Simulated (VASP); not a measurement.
# AlAs (F-43m) in VASP: single point with PBE

Aim: the single point of AlAs with PBE.

Program: VASP 6.6.1. These are calculated values, not measurements. Logs are shortened: lines on timing, memory, paths and dates and some standing lists are left out, and cuts for length are marked.

**1. The cell of the first run**

The structure is cubic, space group F-43m (No. 216). Conventional cell: a = 5.728 Å, b = 5.728 Å, c = 5.728 Å, α = 90.00°, β = 90.00°, γ = 90.00°. Al (site symmetry -43m) has 4 As at 2.48 Å within 3.3 Å. As (site symmetry -43m) has 4 Al at 2.48 Å within 3.3 Å.

**2. Single point, PBE**

INCAR

```
PREC = Accurate ; ENCUT = 500
EDIFF = 1E-6 ; ISMEAR = 0
SIGMA = 0.02 ; LREAL = False
LASPH = True ; NELM = 120
ALGO = Normal ; ISIF = 2
LWAVE = False ; LCHARG = False
GGA = PE ; NBANDS = 11
GGA_COMPAT = False
```

KPOINTS

```
Automatic mesh
0
Gamma
  8 8 8
```

POSCAR

```
AlAs
1.0
    0.0000000000      2.8638562134      2.8638562134
    2.8638562134      0.0000000000      2.8638562134
    2.8638562134      2.8638562134      0.0000000000
Al As
1 1
Direct
    0.0000000000      0.0000000000      0.0000000000
    0.2500000000      0.2500000000      0.2500000000
```

Potentials or basis: VASP PAW PBE potentials, release 64 (Al, As).

Command:

```console
$ cat potpaw_PBE.64/Al/POTCAR potpaw_PBE.64/As/POTCAR > POTCAR
$ mpirun -np 1 vasp_std > vasp.out
```

OUTCAR:

```text
PREC = Accurate
   ENCUT = 500
   EDIFF = 1E-6
   ISMEAR = 0
   LREAL = False
   LASPH = True
   NELM = 120
   ISIF = 2
   GGA = PE

 ion  position               nearest neighbor table
   1  0.000  0.000  0.000-   2 2.48   2 2.48   2 2.48   2 2.48
   2  0.250  0.250  0.250-   1 2.48   1 2.48   1 2.48   1 2.48

  LATTYP: Found a face centered cubic cell.
 ALAT       =     5.7277124268

  Lattice vectors:

 A1 = (   0.0000000000,   2.8638562134,   2.8638562134)
 A2 = (   2.8638562134,   0.0000000000,   2.8638562134)
 A3 = (   2.8638562134,   2.8638562134,   0.0000000000)

Analysis of symmetry for initial positions (statically):
=====================================================================
 Subroutine PRICEL returns:
 Original cell was already a primitive cell.

 Routine SETGRP: Setting up the symmetry group for a
 face centered cubic supercell.

 Subroutine GETGRP returns: Found 24 space group operations
 (whereof 24 operations were pure point group operations)
 out of a pool of 48 trial point group operations.

The static configuration has the point symmetry T_d .

Analysis of symmetry for dynamics (positions and initial velocities):
=====================================================================
 Subroutine PRICEL returns:
 Original cell was already a primitive cell.

 Routine SETGRP: Setting up the symmetry group for a
 face centered cubic supercell.

 Subroutine GETGRP returns: Found 24 space group operations
 (whereof 24 operations were pure point group operations)
 out of a pool of 48 trial point group operations.

The dynamic configuration has the point symmetry T_d .

 Subroutine INISYM returns: Found 24 space group operations
 (whereof 24 operations are pure point group operations),
 and found     1 'primitive' translations

----------------------------------------------------------------------------------------

                                     Primitive cell

  volume of cell :      46.9768

  direct lattice vectors                    reciprocal lattice vectors
     0.000000000  2.863856213  2.863856213    -0.174589771  0.174589771  0.174589771
     2.863856213  0.000000000  2.863856213     0.174589771 -0.174589771  0.174589771
     2.863856213  2.863856213  0.000000000     0.174589771  0.174589771 -0.174589771

  length of vectors
     4.050104298  4.050104298  4.050104298     0.302398354  0.302398354  0.302398354

  position of ions in fractional coordinates (direct lattice)
     0.000000000  0.000000000  0.000000000
     0.250000000  0.250000000  0.250000000

  ion indices of the primitive-cell ions
   primitive index   ion index
                 1           1
                 2           2

----------------------------------------------------------------------------------------

 KPOINTS: Automatic mesh

Automatic generation of k-mesh.
 Grid dimensions read from file:
 generate k-points for:    8    8    8

 Generating k-lattice:

  Cartesian coordinates                     Fractional coordinates (reciprocal lattice)
    -0.021823721  0.021823721  0.021823721     0.125000000  0.000000000  0.000000000
     0.021823721 -0.021823721  0.021823721     0.000000000  0.125000000  0.000000000
     0.021823721  0.021823721 -0.021823721     0.000000000  0.000000000  0.125000000

  Length of vectors
     0.037799794  0.037799794  0.037799794

  Shift w.r.t. Gamma in fractional coordinates (k-lattice)
     0.000000000  0.000000000  0.000000000

 Subroutine IBZKPT returns following result:
 ===========================================

 Found     29 irreducible k-points:

 Following reciprocal coordinates:
            Coordinates               Weight
  0.000000  0.000000  0.000000      1.000000
  0.125000  0.000000  0.000000      8.000000
  0.250000  0.000000  0.000000      8.000000
  0.375000  0.000000  0.000000      8.000000
  0.500000  0.000000  0.000000      4.000000
  0.125000  0.125000  0.000000      6.000000
[... 16 lines left out ...]
  0.500000  0.250000  0.125000     48.000000
 -0.375000  0.250000  0.125000     24.000000
 [... further k-points ...]
   k-points           NKPTS =     29   k-points in BZ     NKDIM =     29   number of bands    NBANDS=     11
   number of dos      NEDOS =    301   number of ions     NIONS =      2
   total plane-waves  NPLWV =  27000
   dimension x,y,z NGX =    30 NGY =   30 NGZ =   30
   dimension x,y,z NGXF=    60 NGYF=   60 NGZF=   60
   ions per type =               1   1
   NGX,Y,Z   is equivalent  to a cutoff of  12.31, 12.31, 12.31 a.u.
   NGXF,Y,Z  is equivalent  to a cutoff of  24.63, 24.63, 24.63 a.u.
 SYSTEM =  unknown system
   PREC   = accura    normal or accurate (medium, high low for compatibility)
   ISTART =      0    job   : 0-new  1-cont  2-samecut
   ICHARG =      2    charge: 1-file 2-atom 10-const
   ISPIN  =      1    spin polarized calculation?
   LNONCOLLINEAR =      F non collinear calculations
   LSORBIT =      F    spin-orbit coupling
   LASPH  =      T    aspherical Exc in radial PAW
   ENCUT  =  500.0 eV  36.75 Ry    6.06 a.u.   7.38  7.38  7.38*2*pi/ulx,y,z
   NELM   =    120;   NELMIN=  2; NELMDL= -5     # of ELM steps
   EDIFF  = 0.1E-05   stopping-criterion for ELM
   LREAL  =      F    real-space projection
   EDIFFG = 0.1E-04   stopping-criterion for IOM
   NSW    =      0    number of steps for IOM
   IBRION =     -1    ionic relax: 0-MD 1-quasi-New 2-CG
   NFREE  =      0    steps in history (QN), initial steepest desc. (CG)
   ISIF   =      2    stress and relaxation
   ISYM   =      2    0-nonsym 1-usesym 2-fastsym
   POTIM  = 0.5000    time-step for ionic-motion
   TEBEG  =    0.0;   TEEND  =   0.0 temperature during run
   PSTRESS=    0.0 pullay stress
   NELECT =       8.0000    total number of electrons
   NUPDOWN=      -1.0000    fix difference up-down
   EMIN   =  10.00;   EMAX   =-10.00  energy-range for DOS
   EFERMI =   0.00;   METHOD = LEGACY
   ISMEAR =     0;   SIGMA  =   0.02  broadening in eV -4-tet -1-fermi 0-gaus
   EFERMI_NEDOS =   21; number of points for ismear=-14 and -15
   IALGO  =     38    algorithm
   IMIX   =      4    mixing-type and parameters
     AMIX     =   0.40;   BMIX     =  1.00
     AMIX_MAG =   1.60;   BMIX_MAG =  1.00
  volume/ion in A,a.u.               =      23.49       158.51
  Fermi-wavevector in a.u.,A,eV,Ry     =   0.907424  1.714783 11.203288  0.823418
  Thomas-Fermi vector in A             =   2.031230
   LORBIT       =      0    0 simple, 1 ext, 2 COOP (PROOUT), +10 PAW based schemes
   GGA     = PE    functional components
   LHFCALC =     F    Hartree Fock is set to
   AEXX    =    0.0000 exact exchange contribution
   IVDW    =     0    specifies the selected vdW correction
   LEPSILON=     F    determine dielectric tensor
   LRPA    =     F    only Hartree local field effects (RPA)
 non-spin polarized calculation
 Gauss-broadening in eV      SIGMA  =   0.02
  energy-cutoff  :      500.00
  volume of cell :       46.98
 maximum number of plane-waves:      1243
 NGX is ok and might be reduce to    30
   NGX = 15   NGY = 15   NGZ = 15

 number of electron       7.9999999 magnetization

 Free energy of the ion-electron system (eV)
  ---------------------------------------------------
  ext. energy  EPLUGINS =         0.00000000
  ---------------------------------------------------
  free energy    TOTEN  =        -9.38797866 eV

  energy without entropy =       -9.38797866  energy(sigma->0) =       -9.38797866

 E-fermi :   3.6751     XC(G=0):  -8.9050

 val. band max:        3.5946390257   @ k =   0.0000   0.0000   0.0000
 cond. band min:       5.0889165938   @ k =   0.5000   0.5000   0.0000
 fundamental gap:      1.4942775681
 Fermi energy:         3.6751233771

 k-point     1 :       0.0000    0.0000    0.0000
  band No.  band energies     occupation
      1      -8.0765      2.00000
      2       3.5946      2.00000
      3       3.5946      2.00000
      4       3.5946      2.00000
      5       5.3780      0.00000
      6       7.8218      0.00000
      7       7.8218      0.00000
      8       7.8218      0.00000
      9      12.2778      0.00000
     10      12.5371      0.00000
     11      12.5371      0.00000

 k-point     2 :       0.1250    0.0000    0.0000
  band No.  band energies     occupation
      1      -7.9305      2.00000
      2       2.1701      2.00000
      3       3.4391      2.00000
      4       3.4391      2.00000
      5       6.1773      0.00000
      6       8.0948      0.00000
      7       8.0948      0.00000
      8       8.1794      0.00000
      9      11.9550      0.00000
     10      11.9550      0.00000
     11      12.9978      0.00000

 k-point     3 :       0.2500    0.0000    0.0000
  band No.  band energies     occupation
      1      -7.5268      2.00000
      2       0.2703      2.00000
      3       3.1309      2.00000
      4       3.1309      2.00000
      5       6.0627      0.00000
      6       8.4398      0.00000
      7       8.4398      0.00000
      8       9.8421      0.00000
      9      11.8450      0.00000
     10      11.8450      0.00000
     11      12.8858      0.00000

 k-point     4 :       0.3750    0.0000    0.0000
  band No.  band energies     occupation
      1      -7.0091      2.00000
      2      -1.2183      2.00000
      3       2.8839      2.00000
      4       2.8839      2.00000
      5       5.7338      0.00000
      6       8.3532      0.00000
      7       8.3532      0.00000
      8      11.1878      0.00000
      9      13.0882      0.00000
     10      13.0882      0.00000
     11      13.1120      0.00000
[... 239 lines left out ...]
 k-point    22 :       0.3750    0.2500    0.1250
  band No.  band energies     occupation
      1      -7.1899      2.00000
      2      -0.1164      2.00000
      3       1.7147      2.00000
      4       2.6510      2.00000
      5       7.1494      0.00000
      6       7.6970      0.00000
      7       8.8674      0.00000
      8       9.9916      0.00000
      9      11.6329      0.00000
     10      13.8713      0.00000
     11      15.3785      0.00000

 k-point    23 :       0.5000    0.2500    0.1250
  band No.  band energies     occupation
      1      -6.7257      2.00000
      2      -1.0858      2.00000
      3       1.1434      2.00000
      4       2.2861      2.00000
      5       7.2017      0.00000
      6       7.9805      0.00000
      7       9.2835      0.00000
      8      10.3451      0.00000
      9      12.7646      0.00000
     10      13.9693      0.00000
     11      15.5883      0.00000

 k-point    24 :      -0.3750    0.2500    0.1250
  band No.  band energies     occupation
      1      -6.4885      2.00000
      2      -1.5394      2.00000
      3       0.9925      2.00000
      4       2.1114      2.00000
      5       7.1752      0.00000
      6       7.8056      0.00000
      7      10.1341      0.00000
      8      11.0979      0.00000
      9      11.8140      0.00000
     10      14.4582      0.00000
     11      15.6793      0.00000

 [... further k-points ...]

------------------------ aborting loop because EDIFF is reached ----------------------------------------

  FORCE on cell =-STRESS in cart. coord.  units (eV):
  Direction    XX          YY          ZZ          XY          YZ          ZX
  --------------------------------------------------------------------------------------
  -------------------------------------------------------------------------------------
  Total        0.0534168      0.0534168      0.0534168      0.0000000      0.0000000      0.0000000
  in kB        1.8218158      1.8218158      1.8218158      0.0000000      0.0000000      0.0000000
  external PRESSURE =       1.8218158 kB  Pullay stress =       0.0000000 kB

 VOLUME and BASIS-vectors are now :
 -----------------------------------------------------------------------------
  energy-cutoff  :      500.00
  volume of cell :       46.98
      direct lattice vectors                 reciprocal lattice vectors
     0.000000000  2.863856213  2.863856213    -0.174589771  0.174589771  0.174589771
     2.863856213  0.000000000  2.863856213     0.174589771 -0.174589771  0.174589771
     2.863856213  2.863856213  0.000000000     0.174589771  0.174589771 -0.174589771

 POSITION                                       TOTAL-FORCE (eV/Angst)
 -----------------------------------------------------------------------------------
      0.00000      0.00000      0.00000        -0.000000     -0.000000     -0.000000
      1.43193      1.43193      1.43193         0.000000      0.000000      0.000000
 -----------------------------------------------------------------------------------
    total drift:                               -0.000000     -0.000000     -0.000000

  FREE ENERGIE OF THE ION-ELECTRON SYSTEM (eV)
  ---------------------------------------------------
  free  energy   TOTEN  =        -9.3879786600 eV

  energy  without entropy=       -9.3879786600  energy(sigma->0) =       -9.38797866
```

It took 19 s on 1 thread of Intel Xeon 8259CL, shared host; peak memory 0.17 GiB.

Results:

```
Free energy            : -9.3880 eV
Pressure               : 0.2 GPa
Band gap on the k mesh : 1.49 eV (least direct gap 1.78 eV)
```
